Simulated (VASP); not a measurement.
# F (P-1) in VASP: single point with PBE+D3(BJ)

Aim: the single point of F with PBE+D3(BJ).

Program: VASP 6.6.1. These are calculated values, not measurements. Logs are shortened: lines on timing, memory, paths and dates and some standing lists are left out, and cuts for length are marked.

## 1. The cell of the first run

The typed cell holds 8 atoms: a = 3.540 Å, b = 6.472 Å, c = 6.324 Å, α = 91.50°, β = 92.39°, γ = 91.53°.

## 2. Single point, PBE+D3(BJ)

Contents of POSCAR:

```
F
1.0
    3.5397894843     -0.0378713049     -0.0481401911
   -0.1034254273      6.4709935591     -0.0067412287
   -0.1796997781     -0.1623270122      6.3192907862
F
8
Direct
    0.6046374952      0.6475383700      0.8353756807
    0.0536192710      0.7319153938      0.2352689230
    0.1027528129      0.0696605817      0.7427867188
    0.5691565296      0.2999015348      0.3609672764
    0.4308434704      0.7000984652      0.6390327236
    0.8972471871      0.9303394183      0.2572132812
    0.9463807290      0.2680846062      0.7647310770
    0.3953625048      0.3524616300      0.1646243193
```

Contents of INCAR.step1:

```
PREC     = Accurate       # precision mode
ENCUT    = 520            # plane-wave cutoff, eV
EDIFF    = 1E-6           # SCF threshold, eV
ISMEAR   = 0              # smearing method
SIGMA    = 0.02           # smearing width, eV
LREAL    = False          # projectors in reciprocal space
LASPH    = True           # aspherical terms in the spheres
NELM     = 80             # most SCF steps
ALGO     = Normal         # electronic algorithm
ISIF     = 2              # what is computed and relaxed
LWAVE    = False          # write WAVECAR
LCHARG   = True           # write CHGCAR
GGA      = PE             # functional
IVDW     = 12             # dispersion correction
NBANDS   = 38             # bands
```

Contents of KPOINTS.step1:

```
regular mesh
0
Gamma
  6 4 4
```

Contents of INCAR.step2:

```
PREC     = Accurate       # precision mode
ENCUT    = 520            # plane-wave cutoff, eV
EDIFF    = 1E-6           # SCF threshold, eV
ISMEAR   = -5             # smearing method
SIGMA    = 0.02           # smearing width, eV
LREAL    = False          # projectors in reciprocal space
LASPH    = True           # aspherical terms in the spheres
NELM     = 80             # most SCF steps
ALGO     = Normal         # electronic algorithm
ISIF     = 2              # what is computed and relaxed
LWAVE    = False          # write WAVECAR
LCHARG   = False          # write CHGCAR
GGA      = PE             # functional
IVDW     = 12             # dispersion correction
LORBIT   = 10             # projections on sites
NBANDS   = 38             # bands
NEDOS    = 2001           # points of the DOS
ICHARG   = 11             # starting density
```

Contents of KPOINTS.step2:

```
regular mesh
0
Gamma
  9 6 6
```

Potentials or basis: VASP PAW PBE potentials, release 64 (F).

Started as:

```bash
$ cat potpaw_PBE.64/F/POTCAR > POTCAR
$ cp INCAR.step1 INCAR
$ cp KPOINTS.step1 KPOINTS
$ mpirun -np 1 vasp_std > vasp.out
$ cp INCAR.step2 INCAR
$ cp KPOINTS.step2 KPOINTS
$ mpirun -np 1 vasp_std > vasp.out
```

OUTCAR:

```text
PREC = Accurate
   ENCUT = 520
   EDIFF = 1E-6
   ISMEAR = -5
   LREAL = False
   LASPH = True
   NELM = 80
   ISIF = 2
   GGA = PE
   IVDW = 12
   LORBIT = 10
   ICHARG = 11
 IVDW          = 12

 ion  position               nearest neighbor table
   1  0.605  0.648  0.835-   5 1.42
   2  0.054  0.732  0.235-   6 1.42
   3  0.103  0.070  0.743-   7 1.42
   4  0.569  0.300  0.361-   8 1.42
   5  0.431  0.700  0.639-   1 1.42
   6  0.897  0.930  0.257-   2 1.42
   7  0.946  0.268  0.765-   3 1.42
   8  0.395  0.352  0.165-   4 1.42

  LATTYP: Found a triclinic cell.
 ALAT       =     9.1665391851
 B/A-ratio  =     0.7060269320
 C/A-ratio  =     0.8045835786
 COS(alpha) =     0.0097124247
 COS(beta)  =     0.6122258506
 COS(gamma) =     0.7241381054

  Lattice vectors:

 A1 = (   0.0762743508,   6.6333205713,  -6.3260320149)
 A2 = (  -0.1034254273,   6.4709935591,  -0.0067412287)
 A3 = (   3.7194892624,   0.1244557073,  -6.3674309773)

Analysis of symmetry for initial positions (statically):
=====================================================================
 Subroutine PRICEL returns:
 Original cell was already a primitive cell.

 Routine SETGRP: Setting up the symmetry group for a
 triclinic supercell.

 Subroutine GETGRP returns: Found  2 space group operations
 (whereof  2 operations were pure point group operations)
 out of a pool of  2 trial point group operations.

The static configuration has the point symmetry S_2 .

Analysis of symmetry for dynamics (positions and initial velocities):
=====================================================================
 Subroutine PRICEL returns:
 Original cell was already a primitive cell.

 Routine SETGRP: Setting up the symmetry group for a
 triclinic supercell.

 Subroutine GETGRP returns: Found  2 space group operations
 (whereof  2 operations were pure point group operations)
 out of a pool of  2 trial point group operations.

The dynamic configuration has the point symmetry S_2 .

 Subroutine INISYM returns: Found  2 space group operations
 (whereof  2 operations are pure point group operations),
 and found     1 'primitive' translations

----------------------------------------------------------------------------------------

                                     Primitive cell

  volume of cell :     144.6639

  direct lattice vectors                    reciprocal lattice vectors
     3.539789484 -0.037871305 -0.048140191     0.282661996  0.004526261  0.008154243
    -0.103425427  6.470993559 -0.006741229     0.001708334  0.154567265  0.004019032
    -0.179699778 -0.162327012  6.319290786     0.002155134  0.000199369  0.158312012

  length of vectors
     3.540319379  6.471823538  6.323929009     0.282815811  0.154628945  0.158326806

  position of ions in fractional coordinates (direct lattice)
     0.604637495  0.647538370  0.835375681
     0.053619271  0.731915394  0.235268923
     0.102752813  0.069660582  0.742786719
     0.569156530  0.299901535  0.360967276
     0.430843470  0.700098465  0.639032724
     0.897247187  0.930339418  0.257213281
     0.946380729  0.268084606  0.764731077
     0.395362505  0.352461630  0.164624319

  ion indices of the primitive-cell ions
   primitive index   ion index
                 1           1
                 2           2
                 3           3
                 4           4
                 5           5
                 6           6
                 7           7
                 8           8

----------------------------------------------------------------------------------------

 KPOINTS: regular mesh

Automatic generation of k-mesh.
 Grid dimensions read from file:
 generate k-points for:    9    6    6

 Generating k-lattice:

  Cartesian coordinates                     Fractional coordinates (reciprocal lattice)
     0.031406888  0.000502918  0.000906027     0.111111111 -0.000000000  0.000000000
     0.000284722  0.025761211  0.000669839    -0.000000000  0.166666667  0.000000000
     0.000359189  0.000033228  0.026385335     0.000000000 -0.000000000  0.166666667

  Length of vectors
     0.031423979  0.025771491  0.026387801

  Shift w.r.t. Gamma in fractional coordinates (k-lattice)
     0.000000000  0.000000000  0.000000000

 TETIRR: Found    972 inequivalent tetrahedra from     1944

 Subroutine IBZKPT returns following result:
 ===========================================

 Found    164 irreducible k-points:

 Following reciprocal coordinates:
            Coordinates               Weight
  0.000000  0.000000  0.000000      1.000000
  0.111111 -0.000000  0.000000      2.000000
  0.222222  0.000000  0.000000      2.000000
  0.333333 -0.000000 -0.000000      2.000000
  0.444444  0.000000  0.000000      2.000000
  0.000000  0.166667  0.000000      2.000000
[... 16 lines left out ...]
 -0.111111  0.333333  0.000000      2.000000
 -0.000000  0.500000  0.000000      1.000000
 [... further k-points ...]
   k-points           NKPTS =    164   k-points in BZ     NKDIM =    164   number of bands    NBANDS=     38
   number of dos      NEDOS =   2001   number of ions     NIONS =      8
   total plane-waves  NPLWV =  64512
   dimension x,y,z NGX =    28 NGY =   48 NGZ =   48
   dimension x,y,z NGXF=    56 NGYF=   96 NGZF=   96
   ions per type =               8
   NGX,Y,Z   is equivalent  to a cutoff of  13.15, 12.33, 12.62 a.u.
   NGXF,Y,Z  is equivalent  to a cutoff of  26.30, 24.66, 25.24 a.u.
 SYSTEM =  unknown system
   PREC   = accura    normal or accurate (medium, high low for compatibility)
   ISTART =      0    job   : 0-new  1-cont  2-samecut
   ICHARG =     11    charge: 1-file 2-atom 10-const
   ISPIN  =      1    spin polarized calculation?
   LNONCOLLINEAR =      F non collinear calculations
   LSORBIT =      F    spin-orbit coupling
   LASPH  =      T    aspherical Exc in radial PAW
   ENCUT  =  520.0 eV  38.22 Ry    6.18 a.u.   6.58 12.03 11.76*2*pi/ulx,y,z
   NELM   =     80;   NELMIN=  2; NELMDL=  0     # of ELM steps
   EDIFF  = 0.1E-05   stopping-criterion for ELM
   LREAL  =      F    real-space projection
   EDIFFG = 0.1E-04   stopping-criterion for IOM
   NSW    =      0    number of steps for IOM
   IBRION =     -1    ionic relax: 0-MD 1-quasi-New 2-CG
   NFREE  =      0    steps in history (QN), initial steepest desc. (CG)
   ISIF   =      2    stress and relaxation
   ISYM   =      2    0-nonsym 1-usesym 2-fastsym
   POTIM  = 0.5000    time-step for ionic-motion
   TEBEG  =    0.0;   TEEND  =   0.0 temperature during run
   PSTRESS=    0.0 pullay stress
   NELECT =      56.0000    total number of electrons
   NUPDOWN=      -1.0000    fix difference up-down
   EMIN   =  10.00;   EMAX   =-10.00  energy-range for DOS
   EFERMI =   0.00;   METHOD = LEGACY
   ISMEAR =    -5;   SIGMA  =   0.02  broadening in eV -4-tet -1-fermi 0-gaus
   EFERMI_NEDOS =   21; number of points for ismear=-14 and -15
   IALGO  =     38    algorithm
   IMIX   =      4    mixing-type and parameters
     AMIX     =   0.40;   BMIX     =  1.00
     AMIX_MAG =   1.60;   BMIX_MAG =  1.00
  volume/ion in A,a.u.               =      18.08       122.03
  Fermi-wavevector in a.u.,A,eV,Ry     =   1.193120  2.254670 19.368370  1.423535
  Thomas-Fermi vector in A             =   2.329142
   LORBIT       =     10    0 simple, 1 ext, 2 COOP (PROOUT), +10 PAW based schemes
   GGA     = PE    functional components
   LHFCALC =     F    Hartree Fock is set to
   AEXX    =    0.0000 exact exchange contribution
   IVDW    =    12    specifies the selected vdW correction
   LEPSILON=     F    determine dielectric tensor
   LRPA    =     F    only Hartree local field effects (RPA)
 non-spin polarized calculation
 Fermi weights with tetrahedron method with Bloechl corrections
  energy-cutoff  :      520.00
  volume of cell :      144.66
 maximum number of plane-waves:      3928

 number of electron      56.0000028 magnetization

 Free energy of the ion-electron system (eV)
  ---------------------------------------------------
  ext. energy  EPLUGINS =         0.00000000
  ---------------------------------------------------
  free energy    TOTEN  =       -14.61623382 eV

  energy without entropy =      -14.61623382  energy(sigma->0) =      -14.61623382

 E-fermi :  -5.7316     XC(G=0):  -7.0895

 val. band max:       -5.7325361152   @ k =   0.0000  -0.0000   0.5000
 cond. band min:      -2.6385174885   @ k =   0.0000  -0.0000   0.5000
 fundamental gap:      3.0940186267
 Fermi energy:        -5.7315864546

 k-point     1 :       0.0000    0.0000    0.0000
  band No.  band energies     occupation
      1     -30.5461      2.00000
      2     -30.4962      2.00000
      3     -30.3852      2.00000
      4     -30.3733      2.00000
      5     -24.2714      2.00000
      6     -24.2258      2.00000
[... 30 lines left out ...]
     37       6.9378      0.00000
     38       8.8002      0.00000

 k-point     2 :       0.1111   -0.0000    0.0000
  band No.  band energies     occupation
      1     -30.5406      2.00000
      2     -30.4934      2.00000
      3     -30.3824      2.00000
      4     -30.3729      2.00000
      5     -24.2715      2.00000
      6     -24.2227      2.00000
[... 30 lines left out ...]
     37       7.1073      0.00000
     38       8.8889      0.00000

 k-point     3 :       0.2222    0.0000    0.0000
  band No.  band energies     occupation
      1     -30.5260      2.00000
      2     -30.4860      2.00000
      3     -30.3750      2.00000
      4     -30.3724      2.00000
      5     -24.2698      2.00000
      6     -24.2156      2.00000
[... 30 lines left out ...]
     37       7.5787      0.00000
[... 781 lines left out ...]
 k-point    23 :      -0.1111    0.3333    0.0000
  band No.  band energies     occupation
      1     -30.5257      2.00000
      2     -30.4978      2.00000
      3     -30.3879      2.00000
      4     -30.3790      2.00000
      5     -24.2512      2.00000
      6     -24.1949      2.00000
[... 30 lines left out ...]
     37       7.9163      0.00000
     38       8.7760      0.00000

 k-point    24 :      -0.0000    0.5000    0.0000
  band No.  band energies     occupation
      1     -30.5250      2.00000
      2     -30.5041      2.00000
      3     -30.3912      2.00000
      4     -30.3818      2.00000
      5     -24.2474      2.00000
      6     -24.1933      2.00000
[... 30 lines left out ...]
     37       7.8382      0.00000
     38       8.0793      0.00000

 [... further k-points ...]

------------------------ aborting loop because EDIFF is reached ----------------------------------------

 Edisp (eV)   -0.20102

 E8    (eV) :    -0.0431

  FORCE on cell =-STRESS in cart. coord.  units (eV):
  Direction    XX          YY          ZZ          XY          YZ          ZX
  --------------------------------------------------------------------------------------
  -------------------------------------------------------------------------------------
  Total      -0.06590     0.52666     0.35689    -0.50201    -0.16647     0.33758
  in kB      -0.72986     5.83284     3.95264    -5.55981    -1.84374     3.73875
  external pressure =        3.02 kB  Pullay stress =        0.00 kB

 VOLUME and BASIS-vectors are now :
 -----------------------------------------------------------------------------
  energy-cutoff  :      520.00
  volume of cell :      144.66
      direct lattice vectors                 reciprocal lattice vectors
     3.539789484 -0.037871305 -0.048140191     0.282661996  0.004526261  0.008154243
    -0.103425427  6.470993559 -0.006741229     0.001708334  0.154567265  0.004019032
    -0.179699778 -0.162327012  6.319290786     0.002155134  0.000199369  0.158312012

 POSITION                                       TOTAL-FORCE (eV/Angst)
 -----------------------------------------------------------------------------------
      1.92320      4.03171      5.24551         0.156829     -0.102153      0.326578
      0.07182      4.69600      1.47922         0.149732     -0.331733     -0.037944
      0.22304      0.32631      4.68847         0.149811     -0.332675     -0.038015
      1.91881      1.86051      2.25164         0.156624     -0.104234      0.326233
      1.33785      4.41028      4.01277        -0.156624      0.104234     -0.326233
      3.03362      5.94449      1.57594        -0.149811      0.332675      0.038015
      3.18484      1.57480      4.78519        -0.149732      0.331733      0.037944
      1.33346      2.23908      1.01890        -0.156829      0.102153     -0.326578
 -----------------------------------------------------------------------------------
    total drift:                                0.000000      0.000000     -0.000000

  FREE ENERGIE OF THE ION-ELECTRON SYSTEM (eV)
  ---------------------------------------------------
  free  energy   TOTEN  =       -14.8172558850 eV

  energy  without entropy=      -14.8172558850  energy(sigma->0) =      -14.81725589

 total charge

# of ion       s       p       d       tot
------------------------------------------
    1        1.765   4.115   0.000   5.880
    2        1.765   4.115   0.000   5.880
    3        1.765   4.113   0.000   5.878
    4        1.765   4.113   0.000   5.878
    5        1.765   4.113   0.000   5.878
    6        1.765   4.113   0.000   5.878
    7        1.765   4.115   0.000   5.880
    8        1.765   4.115   0.000   5.880
--------------------------------------------------
tot         14.121  32.912   0.000  47.033
```

Wall time 4.4 min (1 thread of Intel Xeon 6975P-C (Granite Rapids), shared host); peak memory 0.64 GiB.

What came out:

```yaml
Valence_electrons_inside_the_program's_atomic_spheres: F 5.88
Dispersion_energy_per_atom: -0.025 eV
```
